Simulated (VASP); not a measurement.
# BP (F-43m) in VASP: settings compared

BP is run at these levels: PBE, PBEsol, r2SCAN; tasks: single point, relaxation of cell and atoms.

Everything below comes from runs of VASP 6.6.1. Logs are shortened: lines on timing, memory, paths and dates and some standing lists are left out, and cuts for length are marked.

## 1. The cell of the first run

The structure is cubic, space group F-43m (No. 216). The conventional cell has a = 4.548 Å, b = 4.548 Å, c = 4.548 Å, α = 90.00°, β = 90.00°, γ = 90.00°. B (site symmetry -43m) has 4 P at 1.97 Å within 2.6 Å. P (site symmetry -43m) has 4 B at 1.97 Å within 2.6 Å.

## 2. Single point, PBE

File INCAR:

```
SYSTEM = BP
PREC = Accurate ; ENCUT = 520
EDIFF = 1E-7 ; ISMEAR = 0
SIGMA = 0.02 ; LREAL = .False.
LASPH = .True. ; NELM = 100
ALGO = Normal ; ISIF = 2
LWAVE = .False. ; LCHARG = .False.
GGA = PE ; NBANDS = 11
```

File KPOINTS:

```
Automatic mesh
0
Gamma
  10 10 10
  0 0 0
```

File POSCAR:

```
BP
1.0
    0.0000000000      2.2741518596      2.2741518596
    2.2741518596      0.0000000000      2.2741518596
    2.2741518596      2.2741518596      0.0000000000
B P
1 1
Direct
    0.0000000000      0.0000000000      0.0000000000
    0.7500000000      0.7500000000      0.7500000000
```

Potentials or basis: VASP PAW PBE potentials, release 64 (B, P).

Command:

```
$ cat potpaw_PBE.64/B/POTCAR potpaw_PBE.64/P/POTCAR > POTCAR
$ mpirun -np 1 vasp_std > vasp.out
```

OUTCAR:

```text
SYSTEM = BP
   PREC = Accurate
   ENCUT = 520
   EDIFF = 1E-7
   ISMEAR = 0
   LREAL = .False.
   LASPH = .True.
   NELM = 100
   ISIF = 2
   GGA = PE

 ion  position               nearest neighbor table
   1  0.000  0.000  0.000-   2 1.97   2 1.97   2 1.97   2 1.97
   2  0.750  0.750  0.750-   1 1.97   1 1.97   1 1.97   1 1.97

  LATTYP: Found a face centered cubic cell.
 ALAT       =     4.5483037192

  Lattice vectors:

 A1 = (   0.0000000000,   2.2741518596,   2.2741518596)
 A2 = (   2.2741518596,   0.0000000000,   2.2741518596)
 A3 = (   2.2741518596,   2.2741518596,   0.0000000000)

Analysis of symmetry for initial positions (statically):
=====================================================================
 Subroutine PRICEL returns:
 Original cell was already a primitive cell.

 Routine SETGRP: Setting up the symmetry group for a
 face centered cubic supercell.

 Subroutine GETGRP returns: Found 24 space group operations
 (whereof 24 operations were pure point group operations)
 out of a pool of 48 trial point group operations.

The static configuration has the point symmetry T_d .

Analysis of symmetry for dynamics (positions and initial velocities):
=====================================================================
 Subroutine PRICEL returns:
 Original cell was already a primitive cell.

 Routine SETGRP: Setting up the symmetry group for a
 face centered cubic supercell.

 Subroutine GETGRP returns: Found 24 space group operations
 (whereof 24 operations were pure point group operations)
 out of a pool of 48 trial point group operations.

The dynamic configuration has the point symmetry T_d .

 Subroutine INISYM returns: Found 24 space group operations
 (whereof 24 operations are pure point group operations),
 and found     1 'primitive' translations

----------------------------------------------------------------------------------------

                                     Primitive cell

  volume of cell :      23.5228

  direct lattice vectors                    reciprocal lattice vectors
     0.000000000  2.274151860  2.274151860    -0.219862186  0.219862186  0.219862186
     2.274151860  0.000000000  2.274151860     0.219862186 -0.219862186  0.219862186
     2.274151860  2.274151860  0.000000000     0.219862186  0.219862186 -0.219862186

  length of vectors
     3.216136403  3.216136403  3.216136403     0.380812477  0.380812477  0.380812477

  position of ions in fractional coordinates (direct lattice)
     0.000000000  0.000000000  0.000000000
     0.750000000  0.750000000  0.750000000

  ion indices of the primitive-cell ions
[... 79 lines left out ...]
   IBRION =     -1    ionic relax: 0-MD 1-quasi-New 2-CG
   NFREE  =      0    steps in history (QN), initial steepest desc. (CG)
   ISIF   =      2    stress and relaxation
   ISYM   =      2    0-nonsym 1-usesym 2-fastsym
   POTIM  = 0.5000    time-step for ionic-motion
   TEBEG  =    0.0;   TEEND  =   0.0 temperature during run
   PSTRESS=    0.0 pullay stress
   NELECT =       8.0000    total number of electrons
   NUPDOWN=      -1.0000    fix difference up-down
   EMIN   =  10.00;   EMAX   =-10.00  energy-range for DOS
   EFERMI =   0.00;   METHOD = LEGACY
   ISMEAR =     0;   SIGMA  =   0.02  broadening in eV -4-tet -1-fermi 0-gaus
   EFERMI_NEDOS =   21; number of points for ismear=-14 and -15
   IALGO  =     38    algorithm
   IMIX   =      4    mixing-type and parameters
     AMIX     =   0.40;   BMIX     =  1.00
     AMIX_MAG =   1.60;   BMIX_MAG =  1.00
  volume/ion in A,a.u.               =      11.76        79.37
  Fermi-wavevector in a.u.,A,eV,Ry     =   1.142726  2.159439 17.766790  1.305822
  Thomas-Fermi vector in A             =   2.279423
   LORBIT       =      0    0 simple, 1 ext, 2 COOP (PROOUT), +10 PAW based schemes
   GGA     = PE    functional components
   LHFCALC =     F    Hartree Fock is set to
   AEXX    =    0.0000 exact exchange contribution
   IVDW    =     0    specifies the selected vdW correction
   LEPSILON=     F    determine dielectric tensor
   LRPA    =     F    only Hartree local field effects (RPA)
 non-spin polarized calculation
 Gauss-broadening in eV      SIGMA  =   0.02
  energy-cutoff  :      520.00
  volume of cell :       23.52
 maximum number of plane-waves:       644
   NGX = 11   NGY = 11   NGZ = 11

 number of electron       8.0000000 magnetization

 Free energy of the ion-electron system (eV)
  ---------------------------------------------------
  ext. energy  EPLUGINS =         0.00000000
  ---------------------------------------------------
  free energy    TOTEN  =       -12.93089783 eV

  energy without entropy =      -12.93089783  energy(sigma->0) =      -12.93089783

 E-fermi :   7.4760     XC(G=0): -10.8779

 val. band max:        7.3525338176   @ k =   0.0000   0.0000   0.0000
 cond. band min:       8.6010683148   @ k =   0.4000   0.4000   0.0000
 fundamental gap:      1.2485344972
 Fermi energy:         7.4759542125

 k-point     1 :       0.0000    0.0000    0.0000
  band No.  band energies     occupation
      1      -8.0473      2.00000
      2       7.3525      2.00000
      3       7.3525      2.00000
      4       7.3525      2.00000
      5      10.7433      0.00000
      6      10.7433      0.00000
      7      10.7433      0.00000
      8      14.6234      0.00000
      9      18.8198      0.00000
     10      19.4619      0.00000
     11      19.4619      0.00000
[... 309 lines left out ...]
 k-point    24 :       0.4000    0.3000    0.0000
  band No.  band energies     occupation
      1      -5.1257      2.00000
      2       1.2072      2.00000
      3       3.3295      2.00000
      4       3.8586      2.00000
      5       9.1694      0.00000
      6      10.9776      0.00000
      7      16.7820      0.00000
      8      16.7972      0.00000
      9      21.2739      0.00000
     10      22.5758      0.00000
     11      24.3140      0.00000

 [... further k-points ...]
[... 5 lines left out ...]
  --------------------------------------------------------------------------------------
  -------------------------------------------------------------------------------------
  Total       -0.0311861     -0.0311861     -0.0311861     -0.0000000     -0.0000000     -0.0000000
  in kB       -2.1241391     -2.1241391     -2.1241391     -0.0000000     -0.0000000     -0.0000000
  external PRESSURE =      -2.1241391 kB  Pullay stress =       0.0000000 kB

 VOLUME and BASIS-vectors are now :
 -----------------------------------------------------------------------------
  energy-cutoff  :      520.00
  volume of cell :       23.52
      direct lattice vectors                 reciprocal lattice vectors
     0.000000000  2.274151860  2.274151860    -0.219862186  0.219862186  0.219862186
     2.274151860  0.000000000  2.274151860     0.219862186 -0.219862186  0.219862186
     2.274151860  2.274151860  0.000000000     0.219862186  0.219862186 -0.219862186

 POSITION                                       TOTAL-FORCE (eV/Angst)
 -----------------------------------------------------------------------------------
      0.00000      0.00000      0.00000         0.000000      0.000000      0.000000
      3.41123      3.41123      3.41123        -0.000000     -0.000000     -0.000000
 -----------------------------------------------------------------------------------
    total drift:                               -0.000000     -0.000000     -0.000000

  FREE ENERGIE OF THE ION-ELECTRON SYSTEM (eV)
  ---------------------------------------------------
  free  energy   TOTEN  =       -12.9308978281 eV

  energy  without entropy=      -12.9308978281  energy(sigma->0) =      -12.93089783
```

stdout:

```text
POSCAR found type information on POSCAR B P
 POSCAR found :  2 types and       2 ions
 scaLAPACK will be used
 LDA part: xc-table for (Slater+PW92), standard interpolation
 POSCAR, INCAR and KPOINTS ok, starting setup
 FFT: planning ... GRIDC
 FFT: planning ... GRID_SOFT
 FFT: planning ... GRID
 WAVECAR not read
 entering main loop
```

Wall time 7.1 s (1 thread of Intel Xeon Platinum 8259CL at 2.50GHz (Skylake/Cascade Lake), shared host); peak memory 0.13 GiB.

Results:

| Quantity | Value |
| --- | --- |
| Free energy | -12.9309 eV |
| Pressure | -0.2 GPa |
| Band gap on the k mesh | 1.25 eV, indirect (least direct gap 3.39 eV) |

Levels at points of the mesh, in eV from the valence-band top:
```
           k point  band 1  band 2  band 3  band 4  band 5  band 6  band 7  band 8
(0.00, 0.00, 0.00)  -15.40    0.00    0.00    0.00    3.39    3.39    3.39    7.27
(0.50, 0.00, 0.00)  -12.10   -8.98   -1.75   -1.75    3.74    4.71    4.71   10.10
(0.50, 0.50, 0.00)  -10.58   -8.55   -4.09   -4.09    1.35    1.67   12.06   12.06
```

A k mesh can miss the band edges. A hybrid or GW would open this gap; PBE tends to underestimate it.

## 3. Relaxation of cell and atoms, PBE

This run uses another cell than the first one, of 11.68 Å³/atom, 0.993 times its volume.

File INCAR:

```
PREC     = Accurate       # precision mode
ENCUT    = 600            # plane-wave cutoff, eV
EDIFF    = 1E-6           # SCF threshold, eV
ISMEAR   = 0              # smearing method
SIGMA    = 0.02           # smearing width, eV
LREAL    = False          # projectors in reciprocal space
LASPH    = True           # aspherical terms in the spheres
NELM     = 60             # most SCF steps
ALGO     = Normal         # electronic algorithm
ISIF     = 3              # what is computed and relaxed
LWAVE    = False          # write WAVECAR
LCHARG   = False          # write CHGCAR
GGA      = PE             # functional
IBRION   = 2              # ionic algorithm
NSW      = 100            # ionic steps
EDIFFG   = -0.005         # ionic threshold
```

File KPOINTS:

```
Automatic mesh
0
Gamma
  10 10 10
```

File POSCAR:

```
BP
1.0
    0.0000000000      2.2690000000      2.2690000000
    2.2690000000      0.0000000000      2.2690000000
    2.2690000000      2.2690000000      0.0000000000
B P
1 1
Direct
    0.0000000000      0.0000000000      0.0000000000
    0.7500000000      0.7500000000      0.7500000000
```

Potentials or basis: VASP PAW PBE potentials, release 64 (B, P).

Command:

```
$ cat potpaw_PBE.64/B/POTCAR potpaw_PBE.64/P/POTCAR > POTCAR
$ mpirun -np 1 vasp_std > vasp.out
```

Wall time 21 s (1 thread of Intel Xeon Platinum 8259CL at 2.50GHz (Skylake/Cascade Lake), shared host); peak memory 0.15 GiB.

The run converged. Its results:

```yaml
Free_energy: -12.9324 eV
Relaxed_volume: 11.75 Å³/atom
Relaxed_cell: a = 3.215 Å, b = 3.215 Å, c = 3.215 Å, α = 60.00°, β = 60.00°, γ = 60.00°
Space_group_after_relaxing_to_0.05_Å: F-43m (No. 216)
Energy_gained_by_relaxing: 0.2 meV/atom
Ionic_steps: 3
Pressure_after_relaxing: 0.0 GPa
Band_gap_on_the_k_mesh: 1.25 eV, indirect (least direct gap 3.39 eV)
```

The path:
```
step  energy change (eV)  largest force (eV/Å)  pressure (GPa)  volume (Å³)
   1              0.0000                0.0000            0.90        23.36
   2             -0.0002                0.0000           -0.63        23.58
   3             -0.0004                0.0000            0.01        23.49
```

Final structure:
```
B P
1.0
     0.00000    2.27313    2.27313
     2.27313    0.00000    2.27313
     2.27313    2.27313    0.00000
B P
1 1
Direct
  0.00000 0.00000 0.00000
  0.75000 0.75000 0.75000
```

Levels at points of the mesh, in eV from the valence-band top:
| k point | band 1 | band 2 | band 3 | band 4 | band 5 | band 6 | band 7 | band 8 |
| --- | --- | --- | --- | --- | --- | --- | --- | --- |
| (0.00, 0.00, 0.00) | -15.41 | 0.00 | 0.00 | 0.00 | 3.39 | 3.39 | 3.39 | 7.29 |
| (0.50, 0.00, 0.00) | -12.11 | -8.99 | -1.75 | -1.75 | 3.75 | 4.71 | 4.71 | 10.11 |
| (0.50, 0.50, 0.00) | -10.59 | -8.55 | -4.09 | -4.09 | 1.34 | 1.66 | 12.07 | 12.07 |

A k mesh can miss the band edges. As with any semilocal functional, this PBE gap is likely too small.

## 4. Relaxation of cell and atoms, PBE

This run uses another cell than the first one, of 11.68 Å³/atom, 0.993 times its volume.

INCAR is that of step 3.

KPOINTS is that of step 3.

POSCAR is that of step 3.

Command:

```
$ cat potpaw_PBE.64/B/POTCAR potpaw_PBE.64/P/POTCAR > POTCAR
$ mpirun -np 1 vasp_std > vasp.out
```

It took 28 s on 1 thread of Intel Xeon Platinum 8259CL at 2.50GHz (Skylake/Cascade Lake), shared host; peak memory 0.15 GiB.

Results (log left out):

```
Free energy                            : -12.9324 eV
Relaxed volume                         : 11.75 Å³/atom
Relaxed cell                           : a = 3.215 Å, b = 3.215 Å, c = 3.215 Å, α = 60.00°, β = 60.00°, γ = 60.00°
Space group after relaxing (to 0.05 Å) : F-43m (No. 216)
Energy gained by relaxing              : 0.2 meV/atom
Ionic steps                            : 3
Pressure after relaxing                : 0.0 GPa
Band gap on the k mesh                 : 1.25 eV, indirect (least direct gap 3.39 eV)
```

The path:
| step | energy change (eV) | largest force (eV/Å) | pressure (GPa) | volume (Å³) |
| --- | --- | --- | --- | --- |
| 1 | 0.0000 | 0.0000 | 0.90 | 23.36 |
| 2 | -0.0002 | 0.0000 | -0.63 | 23.58 |
| 3 | -0.0004 | 0.0000 | 0.01 | 23.49 |

Final structure:
```
B P
1.0
     0.00000    2.27313    2.27313
     2.27313    0.00000    2.27313
     2.27313    2.27313    0.00000
B P
1 1
Direct
  0.00000 0.00000 0.00000
  0.75000 0.75000 0.75000
```

Levels at points of the mesh, in eV from the valence-band top:
```tsv
k point	band 1	band 2	band 3	band 4	band 5	band 6	band 7	band 8
(0.00, 0.00, 0.00)	-15.41	0.00	0.00	0.00	3.39	3.39	3.39	7.29
(0.50, 0.00, 0.00)	-12.11	-8.99	-1.75	-1.75	3.75	4.71	4.71	10.11
(0.50, 0.50, 0.00)	-10.59	-8.55	-4.09	-4.09	1.34	1.66	12.07	12.07
```

## 5. Single point, PBEsol

File INCAR:

```
SYSTEM = BP
PREC = Accurate ; ENCUT = 520
EDIFF = 1E-6 ; ISMEAR = 0
SIGMA = 0.02 ; LREAL = .FALSE.
LASPH = .TRUE. ; NELM = 100
ALGO = Normal ; ISIF = 2
LWAVE = .FALSE. ; LCHARG = .FALSE.
GGA = PS ; NBANDS = 11
```

File KPOINTS:

```
regular mesh
0
G
  10 10 10
  0 0 0
```

File POSCAR:

```
BP
1.0
    0.0000000000      2.2741519229      2.2741519229
    2.2741519229      0.0000000000      2.2741519229
    2.2741519229      2.2741519229      0.0000000000
B P
1 1
Direct
    0.0000000000      0.0000000000      0.0000000000
    0.2500000000      0.2500000000      0.2500000000
```

Command:

```
$ cat potpaw_PBE.64/B/POTCAR potpaw_PBE.64/P/POTCAR > POTCAR
$ mpirun -np 1 vasp_std > vasp.out
```

Wall time 6.9 s (1 thread of Intel Xeon Platinum 8259CL at 2.50GHz (Skylake/Cascade Lake), shared host); peak memory 0.13 GiB.

The run converged. Its results:

```
Free energy            : -13.6699 eV
Pressure               : -2.9 GPa
Band gap on the k mesh : 1.14 eV, indirect (least direct gap 3.35 eV)
```

Levels at points of the mesh, in eV from the valence-band top:
```
           k point  band 1  band 2  band 3  band 4  band 5  band 6  band 7  band 8
(0.00, 0.00, 0.00)  -15.44    0.00    0.00    0.00    3.35    3.35    3.35    7.24
(0.50, 0.00, 0.00)  -12.11   -9.05   -1.76   -1.76    3.69    4.65    4.65    9.91
(0.50, 0.50, 0.00)  -10.60   -8.56   -4.12   -4.12    1.24    1.52   12.03   12.03
```

Caveat: the PAW data sets were made with another functional, which shifts forces and pressure a little.

## 6. Single point, r2SCAN

POSCAR is that of step 5.

File INCAR.step1:

```
ALGO = Normal
EDIFF = 1E-4
ENCUT = 520
GGA = PE
ISMEAR = 0
LASPH = True
LCHARG = False
LREAL = False
LWAVE = True
NBANDS = 11
NELM = 80
PREC = Accurate
SIGMA = 0.02
```

File INCAR.step2:

```
ALGO = Normal
EDIFF = 1E-6
ENCUT = 520
ISIF = 2
ISMEAR = 0
ISTART = 1
LASPH = True
LCHARG = False
LMIXTAU = True
LREAL = False
LWAVE = False
METAGGA = R2SCAN
NBANDS = 11
NELM = 80
PREC = Accurate
SIGMA = 0.02
```

File KPOINTS:

```
k-points
0
Gamma
  10 10 10
```

Potentials or basis: VASP PAW PBE potentials, release 64 (B, P).

Command:

```
$ cat potpaw_PBE.64/B/POTCAR potpaw_PBE.64/P/POTCAR > POTCAR
$ cp INCAR.step1 INCAR
$ mpirun -np 1 vasp_std > vasp.out
$ cp INCAR.step2 INCAR
$ mpirun -np 1 vasp_std > vasp.out
```

It took 26 s on 1 thread of Intel Xeon Platinum 8259CL at 2.50GHz (Skylake/Cascade Lake), shared host; peak memory 0.14 GiB.

The run converged. Its results:

| Quantity | Value |
| --- | --- |
| Free energy | -17.3101 eV |
| Pressure | -1.8 GPa |
| Band gap on the k mesh | 1.46 eV, indirect (least direct gap 3.63 eV) |

Levels at points of the mesh, in eV from the valence-band top:
```
           k point  band 1  band 2  band 3  band 4  band 5  band 6  band 7  band 8
(0.00, 0.00, 0.00)  -16.20    0.00    0.00    0.00    3.63    3.63    3.63    7.90
(0.50, 0.00, 0.00)  -12.73   -9.45   -1.86   -1.86    4.10    5.03    5.03   10.89
(0.50, 0.50, 0.00)  -11.07   -9.09   -4.32   -4.32    1.55    1.92   13.00   13.00
```

Caveat: the PAW data sets were made with another functional, which shifts forces and pressure a little. r2SCAN opens gaps a little over a GGA but as a rule still falls short of measured ones.

## 7. The runs side by side

```csv
task,level,cell,cutoff (eV),gap on the mesh (eV),pressure (GPa)
single point,PBE,"a = 3.216 Å, angles 60.0°, 2 atoms",520,1.25,-0.2
relaxation of cell and atoms,PBE,"relaxed from a = 3.209 Å, angles 60.0°, 2 atoms",600,1.25,0.0
single point,PBEsol,"a = 3.216 Å, angles 60.0°, 2 atoms",520,1.14,-2.9
single point,r2SCAN,"a = 3.216 Å, angles 60.0°, 2 atoms",520,1.46,-1.8
```

Alike in all rows: potentials or basis VASP PAW PBE potentials, release 64 (B, P); no spin polarisation; k mesh 10 × 10 × 10; smearing gaussian 0.02 eV.

On the cell as given the gap runs from 1.14 eV (PBEsol) to 1.46 eV (r2SCAN). The pressure there spans -2.9 GPa (PBEsol) to -0.2 GPa (PBE); a positive pressure means that this level wants a larger cell, a negative one a smaller.

Caveats: the PAW data sets were made with another functional, which shifts forces and pressure a little (some runs).

Total energies depend on the potentials used, so only differences within one code and one set of settings carry meaning.
